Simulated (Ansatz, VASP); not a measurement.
**Tc: VASP beside Ansatz**

Contents of INCAR:

```
ALGO = Normal
EDIFF = 1E-6
ENCUT = 520
GGA = PS
ISIF = 2
ISMEAR = -1
LASPH = True
LCHARG = True
LELF = True
LREAL = False
LVHAR = True
LWAVE = False
NBANDS = 20
NELM = 80
PREC = Accurate
SIGMA = 0.05
```

Contents of KPOINTS:

```
k-points
0
Gamma
  11 11 6
```

POSCAR

```
Tc
1.0
    2.6840659379      0.0000000000      0.0000000000
   -1.3420329689      2.3244692877      0.0000000000
    0.0000000000      0.0000000000      4.3082197061
Tc
2
Direct
    0.6666666667      0.3333333333      0.7500000000
    0.3333333333      0.6666666667      0.2500000000
```

input.yaml

```yaml
crystal:
  lattice:
    - [2.6840659379, 0.0, 0.0]
    - [-1.3420329689, 2.3244692877, 0.0]
    - [0.0, 0.0, 4.3082197061]
  atoms:
    - { symbol: Tc, position: [0.6666666667, 0.3333333333, 0.75] }
    - { symbol: Tc, position: [0.3333333333, 0.6666666667, 0.25] }
kpoints:
  mp_grid: { grid: [11, 11, 6] }
scf:
  occupations: { method: fermi_dirac, width: 0.05 }
hamiltonian:
  xc: pbesol
  pseudopotentials: { kind: all_electron, lapw: { basis_error: 0.0005 } }
output:
  forces: true
  stress: true
  eigenvalues: true
```

Change from the starting cell: volume scaled by 0.94.

Alike in both runs: task single point; functional PBEsol; k mesh 11 × 11 × 6; occupations fermi-dirac, width 0.05 eV; no spin polarisation.

```csv
,VASP,Ansatz
version,VASP 6.6.1,Ansatz 0.2.0
potentials or method,"VASP PAW PBE potentials, release 64 (Tc_pv), cutoff 520 eV","all-electron LAPW, scalar-relativistic"
```

|  | VASP | Ansatz | Ansatz less VASP |
| --- | --- | --- | --- |
| gap on the k mesh at the Fermi level (eV) | none | none | - |
| pressure (GPa) | 13.9 | 14.6 | +0.72 |
| traceless stress, the component that is largest in VASP (GPa) | -0.09 | -0.08 | +0.002 |

VASP's potentials were made for PBE, not for PBEsol. A gap of «none» marks a metal or a gap that the smearing closes. Ansatz ran all-electron here, and VASP with PAW potentials.
